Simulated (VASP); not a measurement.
# AgCl (R-3m) in VASP: further runs

AgCl is run at these levels: PBEsol; tasks: single point.

Program: VASP 6.6.1. These are calculated values, not measurements. Logs are shortened: lines on timing, memory, paths and dates and some standing lists are left out, and cuts for length are marked.

## (1) The cell of the first run

Symmetry: R-3m, No. 166, trigonal system. The conventional cell has a = 4.667 Å, b = 4.667 Å, c = 5.565 Å, α = 90.00°, β = 90.00°, γ = 120.00°. Ag (site symmetry -3m) has 8 Cl at 2.78 to 2.85 Å and 6 Ag at 3.27 Å within 3.7 Å. Cl (site symmetry -3m) has 8 Ag at 2.78 to 2.85 Å and 6 Cl at 3.27 Å within 3.7 Å.

## (2) Single point, PBEsol

INCAR

```
ALGO = Normal
EDIFF = 1E-6
ENCUT = 520
GGA = PS
ISIF = 2
ISMEAR = 0
LASPH = True
LCHARG = False
LREAL = False
LWAVE = False
NBANDS = 16
NELM = 100
PREC = Accurate
SIGMA = 0.05
```

KPOINTS

```
k-points
0
Gamma
  12 12 12
```

POSCAR

```
AgCl
1.0
    3.2711387630     -0.0290415871     -0.0290415871
   -0.0290415871      3.2711387630     -0.0290415871
   -0.0290415871     -0.0290415871      3.2711387630
Ag Cl
1 1
Direct
    0.0000000000      0.0000000000      0.0000000000
    0.5000000000      0.5000000000      0.5000000000
```

Potentials or basis: VASP PAW PBE potentials, release 64 (Ag, Cl).

On the command line:

```console
> cat potpaw_PBE.64/Ag/POTCAR potpaw_PBE.64/Cl/POTCAR > POTCAR
> mpirun -np 1 vasp_std > vasp.out
```

OUTCAR:

```text
EDIFF = 1E-6
   ENCUT = 520
   GGA = PS
   ISIF = 2
   ISMEAR = 0
   LASPH = True
   LREAL = False
   NELM = 100
   PREC = Accurate

 ion  position               nearest neighbor table
   1  0.000  0.000  0.000-   2 2.78   2 2.78   2 2.85   2 2.85   2 2.85   2 2.85   2 2.85   2 2.85

   2  0.500  0.500  0.500-   1 2.78   1 2.78   1 2.85   1 2.85   1 2.85   1 2.85   1 2.85   1 2.85

  LATTYP: Found a trigonal (rhomboedric) cell.
 ALAT       =     3.2713965878
 COS(alpha) =    -0.0176746476

  Lattice vectors:

 A1 = (   3.2711387630,  -0.0290415871,  -0.0290415871)
 A2 = (  -0.0290415871,   3.2711387630,  -0.0290415871)
 A3 = (  -0.0290415871,  -0.0290415871,   3.2711387630)

Analysis of symmetry for initial positions (statically):
=====================================================================
 Subroutine PRICEL returns:
 Original cell was already a primitive cell.

 Routine SETGRP: Setting up the symmetry group for a
 trigonal (rhombohedral) supercell.

 Subroutine GETGRP returns: Found 12 space group operations
 (whereof 12 operations were pure point group operations)
 out of a pool of 12 trial point group operations.

The static configuration has the point symmetry D_3d.

Analysis of symmetry for dynamics (positions and initial velocities):
=====================================================================
 Subroutine PRICEL returns:
 Original cell was already a primitive cell.

 Routine SETGRP: Setting up the symmetry group for a
 trigonal (rhombohedral) supercell.

 Subroutine GETGRP returns: Found 12 space group operations
 (whereof 12 operations were pure point group operations)
 out of a pool of 12 trial point group operations.

The dynamic configuration has the point symmetry D_3d.

 Subroutine INISYM returns: Found 12 space group operations
 (whereof 12 operations are pure point group operations),
 and found     1 'primitive' translations

----------------------------------------------------------------------------------------

                                     Primitive cell

  volume of cell :      34.9940

  direct lattice vectors                    reciprocal lattice vectors
     3.271138763 -0.029041587 -0.029041587     0.305752569  0.002738826  0.002738826
    -0.029041587  3.271138763 -0.029041587     0.002738826  0.305752569  0.002738826
    -0.029041587 -0.029041587  3.271138763     0.002738826  0.002738826  0.305752569

  length of vectors
     3.271396588  3.271396588  3.271396588     0.305777101  0.305777101  0.305777101

[... 76 lines left out ...]
   LSORBIT =      F    spin-orbit coupling
   LASPH  =      T    aspherical Exc in radial PAW
   ENCUT  =  520.0 eV  38.22 Ry    6.18 a.u.   6.08  6.08  6.08*2*pi/ulx,y,z
   NELM   =    100;   NELMIN=  2; NELMDL= -5     # of ELM steps
   EDIFF  = 0.1E-05   stopping-criterion for ELM
   LREAL  =      F    real-space projection
   EDIFFG = 0.1E-04   stopping-criterion for IOM
   NSW    =      0    number of steps for IOM
   IBRION =     -1    ionic relax: 0-MD 1-quasi-New 2-CG
   NFREE  =      0    steps in history (QN), initial steepest desc. (CG)
   ISIF   =      2    stress and relaxation
   ISYM   =      2    0-nonsym 1-usesym 2-fastsym
   POTIM  = 0.5000    time-step for ionic-motion
   TEBEG  =    0.0;   TEEND  =   0.0 temperature during run
   PSTRESS=    0.0 pullay stress
   NELECT =      18.0000    total number of electrons
   NUPDOWN=      -1.0000    fix difference up-down
   EMIN   =  10.00;   EMAX   =-10.00  energy-range for DOS
   EFERMI =   0.00;   METHOD = LEGACY
   ISMEAR =     0;   SIGMA  =   0.05  broadening in eV -4-tet -1-fermi 0-gaus
   EFERMI_NEDOS =   21; number of points for ismear=-14 and -15
   IALGO  =     38    algorithm
   IMIX   =      4    mixing-type and parameters
     AMIX     =   0.40;   BMIX     =  1.00
     AMIX_MAG =   1.60;   BMIX_MAG =  1.00
  volume/ion in A,a.u.               =      17.50       118.08
  Fermi-wavevector in a.u.,A,eV,Ry     =   1.311700  2.478753 23.409592  1.720557
  Thomas-Fermi vector in A             =   2.442143
   LORBIT       =      0    0 simple, 1 ext, 2 COOP (PROOUT), +10 PAW based schemes
   GGA     = PS    functional components
   LHFCALC =     F    Hartree Fock is set to
   AEXX    =    0.0000 exact exchange contribution
   IVDW    =     0    specifies the selected vdW correction
   LEPSILON=     F    determine dielectric tensor
   LRPA    =     F    only Hartree local field effects (RPA)
 non-spin polarized calculation
 Gauss-broadening in eV      SIGMA  =   0.05
  energy-cutoff  :      520.00
  volume of cell :       34.99
 maximum number of plane-waves:       960
   NGX = 13   NGY = 13   NGZ = 13

 number of electron      18.0000006 magnetization

 Free energy of the ion-electron system (eV)
  ---------------------------------------------------
  ext. energy  EPLUGINS =         0.00000000
  ---------------------------------------------------
  free energy    TOTEN  =        -5.79854113 eV

  energy without entropy =       -5.79854113  energy(sigma->0) =       -5.79854113

 E-fermi :   6.0688     XC(G=0): -11.4069

 val. band max:        5.8372363154   @ k =   0.5000   0.0000   0.0000
 cond. band min:       6.2666537370   @ k =   0.0000   0.0000   0.0000
 fundamental gap:      0.4294174216
 Fermi energy:         6.0688295903

 k-point     1 :       0.0000    0.0000    0.0000
  band No.  band energies     occupation
      1      -9.8253      2.00000
      2       2.2814      2.00000
      3       2.2814      2.00000
      4       3.5459      2.00000
      5       3.5915      2.00000
      6       3.5915      2.00000
[... 433 lines left out ...]
      3       1.9499      2.00000
      4       2.3854      2.00000
      5       2.6208      2.00000
      6       3.5107      2.00000
[... 8 lines left out ...]
     15      21.0573      0.00000
     16      22.7667      0.00000

 [... further k-points ...]
[... 5 lines left out ...]
  --------------------------------------------------------------------------------------
  -------------------------------------------------------------------------------------
  Total        0.8726738      0.8726738      0.8726738     -0.0334919     -0.0334919     -0.0334919
  in kB       39.9547964     39.9547964     39.9547964     -1.5334065     -1.5334065     -1.5334065
  external PRESSURE =      39.9547964 kB  Pullay stress =       0.0000000 kB

 VOLUME and BASIS-vectors are now :
 -----------------------------------------------------------------------------
  energy-cutoff  :      520.00
  volume of cell :       34.99
      direct lattice vectors                 reciprocal lattice vectors
     3.271138763 -0.029041587 -0.029041587     0.305752569  0.002738826  0.002738826
    -0.029041587  3.271138763 -0.029041587     0.002738826  0.305752569  0.002738826
    -0.029041587 -0.029041587  3.271138763     0.002738826  0.002738826  0.305752569

 POSITION                                       TOTAL-FORCE (eV/Angst)
 -----------------------------------------------------------------------------------
      0.00000      0.00000      0.00000         0.000000     -0.000000      0.000000
      1.60653      1.60653      1.60653        -0.000000      0.000000      0.000000
 -----------------------------------------------------------------------------------
    total drift:                                0.000000      0.000000     -0.000000

  FREE ENERGIE OF THE ION-ELECTRON SYSTEM (eV)
  ---------------------------------------------------
  free  energy   TOTEN  =        -5.7985411278 eV

  energy  without entropy=       -5.7985411278  energy(sigma->0) =       -5.79854113
```

OSZICAR:

```text
N       E                     dE             d eps       ncg     rms          rms(c)
DAV:   1     0.100131369139E+03    0.10013E+03   -0.87859E+03  6144   0.104E+03
DAV:   2    -0.271228824371E+01   -0.10284E+03   -0.94299E+02  7744   0.230E+02
DAV:   3    -0.604552127051E+01   -0.33332E+01   -0.33266E+01  7168   0.434E+01
DAV:   4    -0.606520646416E+01   -0.19685E-01   -0.19684E-01  7872   0.364E+00
DAV:   5    -0.606541141328E+01   -0.20495E-03   -0.20495E-03  7240   0.357E-01    0.860E+00
DAV:   6    -0.580794313484E+01    0.25747E+00   -0.44438E-01  7424   0.978E+00    0.566E+00
DAV:   7    -0.580185293323E+01    0.60902E-02   -0.96503E-02  6600   0.207E+00    0.256E+00
DAV:   8    -0.579874820348E+01    0.31047E-02   -0.50149E-03  7712   0.714E-01    0.406E-01
DAV:   9    -0.579853123211E+01    0.21697E-03   -0.50331E-04  7840   0.322E-01    0.407E-02
DAV:  10    -0.579853787219E+01   -0.66401E-05   -0.38234E-05  7064   0.656E-02    0.234E-02
DAV:  11    -0.579854123148E+01   -0.33593E-05   -0.40957E-06  7312   0.162E-02    0.744E-03
DAV:  12    -0.579854112783E+01    0.10365E-06   -0.52321E-07  3976   0.643E-03
   1 F= -.57985411E+01 E0= -.57985411E+01  d E =-.262082E-11
```

Run time: 19 s. Hardware: 1 thread of Intel Xeon 6975P-C (Granite Rapids), shared host; peak memory 0.22 GiB.

What came out:

```yaml
Free_energy: -5.7985 eV
Pressure: 4.0 GPa
Band_gap_on_the_k_mesh: 0.43 eV, indirect (least direct gap 2.49 eV)
```

Stress tensor (GPa, compression positive):
```
 4.00 -0.15 -0.15
-0.15  4.00 -0.15
-0.15 -0.15  4.00
```

Levels at points of the mesh, in eV from the valence-band top:
| k point | band 5 | band 6 | band 7 | band 8 | band 9 | band 10 | band 11 | band 12 | band 13 | band 14 |
| --- | --- | --- | --- | --- | --- | --- | --- | --- | --- | --- |
| (0.00, 0.00, 0.00) | -2.25 | -2.25 | -2.20 | -2.06 | -2.06 | 0.43 | 9.03 | 9.03 | 14.40 | 14.40 |
| (0.50, 0.00, 0.00) | -3.32 | -2.19 | -1.78 | -0.15 | 0.00 | 4.70 | 6.08 | 8.59 | 9.72 | 9.82 |
| (0.50, 0.50, 0.00) | -2.68 | -2.66 | -2.58 | -1.84 | -1.29 | 2.46 | 9.19 | 9.40 | 10.51 | 13.76 |
| (0.50, 0.50, 0.50) | -1.81 | -1.81 | -0.30 | -0.30 | -0.15 | 3.93 | 3.93 | 4.21 | 7.29 | 18.57 |

Caveat: the PAW data sets were made with another functional, which shifts forces and pressure a little.

## (3) Single point, PBEsol

INCAR

```
SYSTEM = AgCl
PREC = Accurate
ENCUT = 520
EDIFF = 1E-6
ISMEAR = 0
SIGMA = 0.05
LREAL = .FALSE.
LASPH = .TRUE.
NELM = 80
ALGO = Normal
ISIF = 2
LWAVE = .FALSE.
LCHARG = .TRUE.
GGA = PS
LELF = .TRUE.
LVHAR = .TRUE.
NBANDS = 16
```

KPOINTS

```
Automatic mesh
0
G
  12 12 12
  0 0 0
```

POSCAR

```
AgCl
1.0
    3.2711400082      0.0292847591      0.0292847591
    0.0292847591      3.2711400082      0.0292847591
    0.0292847591      0.0292847591      3.2711400082
Ag Cl
1 1
Direct
    0.0000000000      0.0000000000      0.0000000000
    0.5000000000      0.5000000000      0.5000000000
```

Potentials or basis: VASP PAW PBE potentials, release 64 (Ag, Cl).

On the command line:

```console
> cat potpaw_PBE.64/Ag/POTCAR potpaw_PBE.64/Cl/POTCAR > POTCAR
> mpirun -np 1 vasp_std > vasp.out
```

It took 20 s on 1 thread of Intel Xeon 6975P-C (Granite Rapids), shared host; peak memory 0.21 GiB.

The run converged. Its results:

```
Free energy            : -5.7986 eV
Pressure               : 4.0 GPa
Band gap on the k mesh : 0.43 eV, indirect (least direct gap 2.44 eV)
```

Stress tensor (GPa, compression positive):
```
3.99 0.17 0.17
0.17 3.99 0.17
0.17 0.17 3.99
```

Levels at points of the mesh, in eV from the valence-band top:
| k point | band 6 | band 7 | band 8 | band 9 | band 10 | band 11 | band 12 | band 13 |
| --- | --- | --- | --- | --- | --- | --- | --- | --- |
| (0.00, 0.00, 0.00) | -2.23 | -2.15 | -2.15 | -2.01 | 0.43 | 9.03 | 9.03 | 14.27 |
| (0.50, 0.00, 0.00) | -2.18 | -1.77 | -0.14 | 0.00 | 4.71 | 6.08 | 8.59 | 9.73 |
| (0.50, 0.50, 0.00) | -2.67 | -2.58 | -1.84 | -1.29 | 2.47 | 9.19 | 9.40 | 10.51 |
| (0.50, 0.50, 0.50) | -1.81 | -0.35 | -0.20 | -0.20 | 3.86 | 4.11 | 4.11 | 7.29 |

Caveat: the PAW data sets were made with another functional, which shifts forces and pressure a little.

## (4) Single point, PBEsol

INCAR

```
SYSTEM = AgCl
  PREC = Accurate
  ENCUT = 520
  EDIFF = 1E-6
  ISMEAR = 0
  SIGMA = 0.05
  LREAL = .FALSE.
  LASPH = .TRUE.
  NELM = 100
  ALGO = Normal
  ISIF = 2
  LWAVE = .FALSE.
  LCHARG = .FALSE.
  GGA = PS
  NBANDS = 16
```

KPOINTS is that of step 3.

POSCAR

```
AgCl
1.0
    3.2719237599      0.0588001618      0.0588001618
    0.0588001618      3.2719237599      0.0588001618
    0.0588001618      0.0588001618      3.2719237599
Ag Cl
1 1
Direct
    0.0000000000      0.0000000000      0.0000000000
    0.5000000000      0.5000000000      0.5000000000
```

On the command line:

```console
> cat potpaw_PBE.64/Ag/POTCAR potpaw_PBE.64/Cl/POTCAR > POTCAR
> mpirun -np 1 vasp_std > vasp.out
```

It took 19 s on 1 thread of Intel Xeon 6975P-C (Granite Rapids), shared host; peak memory 0.22 GiB.

It converged, with:

* Free energy: -5.8017 eV
* Pressure: 4.1 GPa
* Band gap on the k mesh: 0.38 eV, indirect (least direct gap 2.38 eV)

Stress tensor (GPa, compression positive):
```
4.08 0.35 0.35
0.35 4.08 0.35
0.35 0.35 4.08
```

Levels at points of the mesh, in eV from the valence-band top:
| k point | band 7 | band 8 | band 9 | band 10 | band 11 | band 12 |
| --- | --- | --- | --- | --- | --- | --- |
| (0.00, 0.00, 0.00) | -2.26 | -2.26 | -1.99 | 0.38 | 8.98 | 8.98 |
| (0.50, 0.00, 0.00) | -1.83 | -0.26 | 0.00 | 4.63 | 6.04 | 8.47 |
| (0.50, 0.50, 0.00) | -2.62 | -1.90 | -1.37 | 2.41 | 9.03 | 9.45 |
| (0.50, 0.50, 0.50) | -0.51 | -0.21 | -0.21 | 3.64 | 4.14 | 4.14 |

Caveat: the PAW data sets were made with another functional, which shifts forces and pressure a little. A k mesh can miss the band edges.

(Part 1 of 2 ends here.)
